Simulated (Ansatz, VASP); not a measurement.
One calculation of BN, two programs

```
B N
1.0
    -2.69058    2.69058    1.31158
     2.69058   -2.69058    1.31158
     2.69058    2.69058   -1.31158
B N
1 1
Direct
  0.00000 0.00000 0.00000
  0.50000 0.50000 0.00000
```

Alike in both runs: task relaxation of cell and atoms; functional PBE; k mesh 10 × 10 × 10; occupations gaussian, width 0.02 eV; no spin polarisation.

```csv
,VASP,Ansatz
version,VASP 6.6.1,Ansatz 0.2.0
potentials or method,"VASP PAW PBE potentials, release 64 (B, N), cutoff 600 eV","scalar-relativistic, plane waves, PAW"
valence electrons in the cell,8,8
```

```tsv
	VASP	Ansatz	Ansatz less VASP
gap on the k mesh at the Fermi level, each at its own relaxed structure (eV)	3.85	3.86	+0.003
relaxed volume (Å³/atom)	18.97	18.99	+0.019
relaxed cell length with the largest relative difference (Å)	4.024	4.025	+0.0007
```
